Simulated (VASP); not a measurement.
Mo2C3: single point with PBE

Crystal: Mo2C3.

```
Mo C
1.0
     4.37761    0.00000    0.00000
    -2.18880    3.79112    0.00000
     0.00000    0.00000    2.94659
Mo C
2 3
Direct
  0.33333 0.66667 0.00000
  0.66667 0.33333 0.00000
  0.21366 0.21366 0.50000
  0.78634 0.00000 0.50000
  0.00000 0.78634 0.50000
```

```json
{
  "Program": "VASP 6.6.1",
  "Task": "single point",
  "Functional": "PBE",
  "Potentials or basis": "VASP PAW PBE potentials, release 64 (Mo_sv, C)",
  "Cutoff": "600 eV",
  "k mesh": "15 × 15 × 15",
  "Occupations": "gaussian, width 0.1 eV",
  "Spin": "no spin polarisation",
  "Dipole correction": "no",
  "Further INCAR settings": "ALGO = Normal; EDIFF = 1e-06; NBANDS = 28"
}
```

```
Pressure               : 0.4 GPa
Largest force          : 0.026 eV/Å
Band gap on the k mesh : zero (bands 20 and 21 overlap by 2.10 eV)
```

Forces in eV/Å, atoms in the order of the input:
```
Mo   0.000  0.000  0.000
Mo   0.000  0.000  0.000
C    0.013  0.023  0.000
C   -0.026  0.000  0.000
C    0.013 -0.023  0.000
```

Stress tensor (GPa, compression positive):
```
0.60 0.00 0.00
0.00 0.60 0.00
0.00 0.00 0.07
```

Levels at points of the mesh, in eV from the Fermi level:
```
           k point  band 16  band 17  band 18  band 19  band 20  band 21  band 22  band 23  band 24  band 25
(0.00, 0.00, 0.00)    -3.16    -3.16    -1.92    -1.92    -0.70    -0.70     0.51     0.51     2.23     2.23
```

It took 6.3 min on 1 thread of Intel Xeon 8259CL, with other jobs on the host, peak memory 0.4 GiB.
